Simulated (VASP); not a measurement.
# Ta4C3 (P4mm) in VASP: single point with r2SCAN

Aim: the single point of Ta4C3 with r2SCAN.

Program: VASP 6.6.1. These are calculated values, not measurements. Logs are shortened: lines on timing, memory, paths and dates and some standing lists are left out, and cuts for length are marked.

### Step 1. The cell of the first run

The structure is tetragonal, space group P4mm (No. 99). The conventional cell has a = 4.425 Å, b = 4.425 Å, c = 4.425 Å, α = 90.00°, β = 90.00°, γ = 90.00°. Within 2.9 Å of Ta (site symmetry 4mm) lie 4 C at 2.21 Å. Ta (site symmetry 2mm) has 4 C at 2.21 Å within 2.9 Å. Ta (site symmetry 4mm) has 6 C at 2.01 to 2.41 Å within 2.7 Å. C (site symmetry 4mm) has 6 Ta at 2.01 to 2.41 Å within 2.7 Å. Within 2.9 Å of C (site symmetry 2mm) lie 6 Ta at 2.21 to 2.22 Å.

### Step 2. Single point, r2SCAN (atom 4 (Ta) moved -0.200 Å towards its neighbour atom 5 (C) at 2.212 Å)

Contents of POSCAR:

```
Ta4C3
1.0
    4.4247933841      0.0000000000      0.0000000000
    0.0000000000      4.4247933841      0.0000000000
    0.0000000000      0.0000000000      4.4247933841
Ta C
4 3
Direct
    0.0000000000      0.5000000000      0.5000000000
    0.5000000000      0.0000000000      0.5000000000
    0.5000000000      0.5000000000      0.0000000000
    0.0451998506      0.0000000000      0.0000000000
    0.5000000000      0.0000000000      0.0000000000
    0.0000000000      0.5000000000      0.0000000000
    0.0000000000      0.0000000000      0.5000000000
```

Contents of INCAR.step1:

```
ALGO = Normal
EDIFF = 1E-4
ENCUT = 520
GGA = PE
ISMEAR = 0
LASPH = T
LCHARG = F
LREAL = F
LWAVE = T
NBANDS = 37
NELM = 60
PREC = Accurate
SIGMA = 0.15
```

Contents of INCAR.step2:

```
ALGO = Normal
EDIFF = 1E-6
ENCUT = 520
ISIF = 2
ISMEAR = 0
ISTART = 1
LASPH = T
LCHARG = F
LMIXTAU = T
LREAL = F
LWAVE = F
METAGGA = R2SCAN
NBANDS = 37
NELM = 60
PREC = Accurate
SIGMA = 0.15
```

Contents of KPOINTS:

```
k-points
0
Gamma
  10 10 10
```

Potentials or basis: VASP PAW PBE potentials, release 64 (Ta_pv, C).

On the command line:

```bash
$ cat potpaw_PBE.64/Ta_pv/POTCAR potpaw_PBE.64/C/POTCAR > POTCAR
$ cp INCAR.step1 INCAR
$ mpirun -np 1 vasp_std > vasp.out
$ cp INCAR.step2 INCAR
$ mpirun -np 1 vasp_std > vasp.out
```

OUTCAR:

```text
EDIFF = 1E-6
   ENCUT = 520
   ISIF = 2
   ISMEAR = 0
   ISTART = 1
   LASPH = T
   LREAL = F
   METAGGA = R2SCAN
   NELM = 60
   PREC = Accurate

 ion  position               nearest neighbor table
   1  0.000  0.500  0.500-   6 2.21   7 2.21   6 2.21   7 2.21   3 3.13   2 3.13   2 3.13   3 3.13
                             2 3.13   3 3.13   3 3.13   2 3.13   4 3.14   4 3.14   4 3.14   4 3.14
   2  0.500  0.000  0.500-   5 2.21   7 2.21   5 2.21   7 2.21   4 2.99   4 2.99   3 3.13   1 3.13
                             1 3.13   3 3.13   3 3.13   1 3.13   3 3.13   1 3.13   4 3.27   4 3.27
   3  0.500  0.500  0.000-   5 2.21   6 2.21   5 2.21   6 2.21   4 2.99   4 2.99   2 3.13   2 3.13
                             2 3.13   1 3.13   2 3.13   1 3.13   1 3.13   1 3.13   4 3.27   4 3.27
   4  0.045  0.000  0.000-   5 2.01   6 2.22   7 2.22   7 2.22   6 2.22   5 2.41   3 2.99   3 2.99
                             2 2.99   2 2.99   1 3.14   1 3.14   1 3.14   1 3.14   3 3.27   2 3.27
   5  0.500  0.000  0.000-   4 2.01   3 2.21   2 2.21   2 2.21   3 2.21   4 2.41
   6  0.000  0.500  0.000-   1 2.21   3 2.21   1 2.21   3 2.21   4 2.22   4 2.22
   7  0.000  0.000  0.500-   1 2.21   2 2.21   1 2.21   2 2.21   4 2.22   4 2.22

  LATTYP: Found a simple cubic cell.
 ALAT       =     4.4247933841

  Lattice vectors:

 A1 = (   4.4247933841,   0.0000000000,   0.0000000000)
 A2 = (   0.0000000000,   4.4247933841,   0.0000000000)
 A3 = (   0.0000000000,   0.0000000000,   4.4247933841)

Analysis of symmetry for initial positions (statically):
=====================================================================
 Subroutine PRICEL returns:
 Original cell was already a primitive cell.

 Routine SETGRP: Setting up the symmetry group for a
 simple cubic supercell.

 Subroutine GETGRP returns: Found  8 space group operations
 (whereof  8 operations were pure point group operations)
 out of a pool of 48 trial point group operations.

The static configuration has the point symmetry C_4v.

Analysis of symmetry for dynamics (positions and initial velocities):
=====================================================================
 Subroutine PRICEL returns:
 Original cell was already a primitive cell.

 Routine SETGRP: Setting up the symmetry group for a
 simple cubic supercell.

 Subroutine GETGRP returns: Found  8 space group operations
 (whereof  8 operations were pure point group operations)
 out of a pool of 48 trial point group operations.

The dynamic configuration has the point symmetry C_4v.

 Subroutine INISYM returns: Found  8 space group operations
 (whereof  8 operations are pure point group operations),
 and found     1 'primitive' translations

----------------------------------------------------------------------------------------

                                     Primitive cell

  volume of cell :      86.6321

  direct lattice vectors                    reciprocal lattice vectors
     4.424793384  0.000000000  0.000000000     0.225999253  0.000000000  0.000000000
     0.000000000  4.424793384  0.000000000     0.000000000  0.225999253  0.000000000
     0.000000000  0.000000000  4.424793384     0.000000000  0.000000000  0.225999253

  length of vectors
     4.424793384  4.424793384  4.424793384     0.225999253  0.225999253  0.225999253

  position of ions in fractional coordinates (direct lattice)
     0.000000000  0.500000000  0.500000000
     0.500000000  0.000000000  0.500000000
     0.500000000  0.500000000  0.000000000
     0.045199851  0.000000000  0.000000000
     0.500000000  0.000000000  0.000000000
     0.000000000  0.500000000  0.000000000
     0.000000000  0.000000000  0.500000000

  ion indices of the primitive-cell ions
   primitive index   ion index
                 1           1
                 2           2
                 3           3
                 4           4
                 5           5
                 6           6
                 7           7

----------------------------------------------------------------------------------------

 KPOINTS: k-points

Automatic generation of k-mesh.
 Grid dimensions read from file:
 generate k-points for:   10   10   10

 Generating k-lattice:

  Cartesian coordinates                     Fractional coordinates (reciprocal lattice)
     0.022599925  0.000000000  0.000000000     0.100000000  0.000000000  0.000000000
     0.000000000  0.022599925  0.000000000     0.000000000  0.100000000  0.000000000
     0.000000000  0.000000000  0.022599925     0.000000000  0.000000000  0.100000000

  Length of vectors
     0.022599925  0.022599925  0.022599925

  Shift w.r.t. Gamma in fractional coordinates (k-lattice)
     0.000000000  0.000000000  0.000000000

 Subroutine IBZKPT returns following result:
 ===========================================

 Found    126 irreducible k-points:

 Following reciprocal coordinates:
            Coordinates               Weight
  0.000000  0.000000  0.000000      1.000000
  0.100000  0.000000  0.000000      2.000000
  0.000000  0.100000  0.000000      4.000000
  0.200000  0.000000  0.000000      2.000000
  0.000000  0.200000  0.000000      4.000000
  0.300000  0.000000  0.000000      2.000000
[... 16 lines left out ...]
  0.500000  0.100000  0.000000      4.000000
  0.000000  0.500000  0.100000      4.000000
 [... further k-points ...]
   k-points           NKPTS =    126   k-points in BZ     NKDIM =    126   number of bands    NBANDS=     37
   number of dos      NEDOS =    301   number of ions     NIONS =      7
   total plane-waves  NPLWV =  46656
   dimension x,y,z NGX =    36 NGY =   36 NGZ =   36
   dimension x,y,z NGXF=    72 NGYF=   72 NGZF=   72
   ions per type =               4   3
   NGX,Y,Z   is equivalent  to a cutoff of  13.53, 13.53, 13.53 a.u.
   NGXF,Y,Z  is equivalent  to a cutoff of  27.05, 27.05, 27.05 a.u.
 SYSTEM =  unknown system
   PREC   = accura    normal or accurate (medium, high low for compatibility)
   ISTART =      1    job   : 0-new  1-cont  2-samecut
   ICHARG =      0    charge: 1-file 2-atom 10-const
   ISPIN  =      1    spin polarized calculation?
   LNONCOLLINEAR =      F non collinear calculations
   LSORBIT =      F    spin-orbit coupling
   LASPH  =      T    aspherical Exc in radial PAW
   ENCUT  =  520.0 eV  38.22 Ry    6.18 a.u.   8.23  8.23  8.23*2*pi/ulx,y,z
   NELM   =     60;   NELMIN=  2; NELMDL=  0     # of ELM steps
   EDIFF  = 0.1E-05   stopping-criterion for ELM
   LREAL  =      F    real-space projection
   EDIFFG = 0.1E-04   stopping-criterion for IOM
   NSW    =      0    number of steps for IOM
   IBRION =     -1    ionic relax: 0-MD 1-quasi-New 2-CG
   NFREE  =      0    steps in history (QN), initial steepest desc. (CG)
   ISIF   =      2    stress and relaxation
   ISYM   =      2    0-nonsym 1-usesym 2-fastsym
   POTIM  = 0.5000    time-step for ionic-motion
   TEBEG  =    0.0;   TEEND  =   0.0 temperature during run
   PSTRESS=    0.0 pullay stress
   NELECT =      56.0000    total number of electrons
   NUPDOWN=      -1.0000    fix difference up-down
   EMIN   =  10.00;   EMAX   =-10.00  energy-range for DOS
   EFERMI =   0.00;   METHOD = LEGACY
   ISMEAR =     0;   SIGMA  =   0.15  broadening in eV -4-tet -1-fermi 0-gaus
   EFERMI_NEDOS =   21; number of points for ismear=-14 and -15
   IALGO  =     38    algorithm
   IMIX   =      4    mixing-type and parameters
     AMIX     =   0.40;   BMIX     =  1.00
     AMIX_MAG =   1.60;   BMIX_MAG =  1.00
  volume/ion in A,a.u.               =      12.38        83.52
  Fermi-wavevector in a.u.,A,eV,Ry     =   1.415504  2.674915 27.261344  2.003652
  Thomas-Fermi vector in A             =   2.536936
   LORBIT       =      0    0 simple, 1 ext, 2 COOP (PROOUT), +10 PAW based schemes
   METAGGA = R2SCAN    functional components
   LHFCALC =     F    Hartree Fock is set to
   AEXX    =    0.0000 exact exchange contribution
   IVDW    =     0    specifies the selected vdW correction
   LEPSILON=     F    determine dielectric tensor
   LRPA    =     F    only Hartree local field effects (RPA)
 non-spin polarized calculation
 Gauss-broadening in eV      SIGMA  =   0.15
  energy-cutoff  :      520.00
  volume of cell :       86.63
 maximum number of plane-waves:      2360
 NGX is ok and might be reduce to    36
   NGX = 17   NGY = 17   NGZ = 17

 number of electron      56.0000013 magnetization

 Free energy of the ion-electron system (eV)
  ---------------------------------------------------
  ext. energy  EPLUGINS =         0.00000000
  ---------------------------------------------------
  free energy    TOTEN  =      -227.46128938 eV

  energy without entropy =     -227.42781958  energy(sigma->0) =     -227.44455448

 E-fermi :   7.1792     XC(G=0): -13.9840

 val. band max:        7.1764895417   @ k =   0.4000   0.3000   0.1000
 cond. band min:       7.2188883599   @ k =   0.0000   0.5000   0.2000
 fundamental gap:      0.0423988181
 Fermi energy:         7.1791876350

 k-point     1 :       0.0000    0.0000    0.0000
  band No.  band energies     occupation
      1     -29.4756      2.00000
      2     -29.4311      2.00000
      3     -29.4311      2.00000
      4     -28.7799      2.00000
      5     -28.7738      2.00000
      6     -28.7738      2.00000
[... 29 lines left out ...]
     36      11.1713      0.00000
     37      11.9463      0.00000

 k-point     2 :       0.1000    0.0000    0.0000
  band No.  band energies     occupation
      1     -29.4690      2.00000
      2     -29.4259      2.00000
      3     -29.4259      2.00000
      4     -28.7792      2.00000
      5     -28.7739      2.00000
      6     -28.7739      2.00000
[... 29 lines left out ...]
     36      11.4250      0.00000
     37      11.9642      0.00000
[... 838 lines left out ...]
     36      10.9743      0.00000
     37      11.7112      0.00000

 k-point    24 :       0.0000    0.5000    0.1000
  band No.  band energies     occupation
      1     -29.4399      2.00000
      2     -29.3758      2.00000
      3     -29.3515      2.00000
      4     -28.8148      2.00000
      5     -28.7981      2.00000
      6     -28.7663      2.00000
[... 29 lines left out ...]
     36      10.7260      0.00000
     37      11.3064      0.00000

 [... further k-points ...]

------------------------ aborting loop because EDIFF is reached ----------------------------------------

  FORCE on cell =-STRESS in cart. coord.  units (eV):
  Direction    XX          YY          ZZ          XY          YZ          ZX
  --------------------------------------------------------------------------------------
  -------------------------------------------------------------------------------------
  Total        4.1096489      0.8545758      0.8545758     -0.0000000      0.0000000      0.0000000
  in kB       76.0039765     15.8045527     15.8045527     -0.0000000      0.0000000      0.0000000
  external PRESSURE =      35.8710273 kB  Pullay stress =       0.0000000 kB

 VOLUME and BASIS-vectors are now :
 -----------------------------------------------------------------------------
  energy-cutoff  :      520.00
  volume of cell :       86.63
      direct lattice vectors                 reciprocal lattice vectors
     4.424793384  0.000000000  0.000000000     0.225999253  0.000000000  0.000000000
     0.000000000  4.424793384  0.000000000     0.000000000  0.225999253  0.000000000
     0.000000000  0.000000000  4.424793384     0.000000000  0.000000000  0.225999253

 POSITION                                       TOTAL-FORCE (eV/Angst)
 -----------------------------------------------------------------------------------
      0.00000      2.21240      2.21240         0.009635     -0.000000     -0.000000
      2.21240      0.00000      2.21240         0.732648     -0.000000     -0.000000
      2.21240      2.21240      0.00000         0.732648      0.000000     -0.000000
      0.20000      0.00000      0.00000        -3.724240      0.000000      0.000000
      2.21240      0.00000      0.00000         1.678015      0.000000     -0.000000
      0.00000      2.21240      0.00000         0.285647      0.000000     -0.000000
      0.00000      0.00000      2.21240         0.285647     -0.000000     -0.000000
 -----------------------------------------------------------------------------------
    total drift:                               -0.000875      0.000000      0.000000

  FREE ENERGIE OF THE ION-ELECTRON SYSTEM (eV)
  ---------------------------------------------------
  free  energy   TOTEN  =      -227.4612893847 eV

  energy  without entropy=     -227.4278195811  energy(sigma->0) =     -227.44455448
```

Wall time 26 min (1 thread of Intel Xeon Platinum 8259CL at 2.50GHz (Skylake/Cascade Lake), shared host); peak memory 0.43 GiB.

Results:

```yaml
Free_energy: -227.4613 eV
Pressure: 3.6 GPa
Largest_force: 3.724 eV/Å
Band_gap_on_the_k_mesh: zero (band 28 reaches 7.46 eV, above the bottom of band 29 at 6.31 eV)
```

Forces in eV/Å, atoms in the order of the input:
```
Ta   0.010  0.000  0.000
Ta   0.733  0.000  0.000
Ta   0.733  0.000  0.000
Ta  -3.724  0.000  0.000
C    1.678  0.000  0.000
C    0.286  0.000  0.000
C    0.286  0.000  0.000
```

Stress tensor (GPa, compression positive):
```
7.60 0.00 0.00
0.00 1.58 0.00
0.00 0.00 1.58
```

Levels at points of the mesh, in eV from the Fermi level:
| k point | band 26 | band 27 | band 28 | band 29 | band 30 | band 31 |
| --- | --- | --- | --- | --- | --- | --- |
| (0.00, 0.00, 0.00) | -1.01 | -0.93 | -0.93 | -0.39 | -0.02 | -0.02 |
| (0.50, 0.00, 0.00) | -2.01 | -2.01 | 0.26 | 0.26 | 0.79 | 1.89 |
| (0.00, 0.50, 0.00) | -2.14 | -1.64 | 0.28 | 0.31 | 0.81 | 2.02 |
| (0.50, 0.50, 0.00) | -1.81 | -0.41 | -0.39 | 1.33 | 2.05 | 2.21 |
| (0.00, 0.50, 0.50) | -1.81 | -0.42 | -0.42 | 1.87 | 1.87 | 1.93 |
| (0.50, 0.50, 0.50) | -1.13 | -1.09 | -0.41 | 3.42 | 3.47 | 3.47 |

Caveat: the cell differs from its parent crystal (atom 4 (Ta) moved -0.200 Å towards its neighbour atom 5 (C) at 2.212 Å); the PAW data sets were made with another functional, which shifts forces and pressure a little; spin-orbit coupling is left out, which moves the levels of the heavy elements.
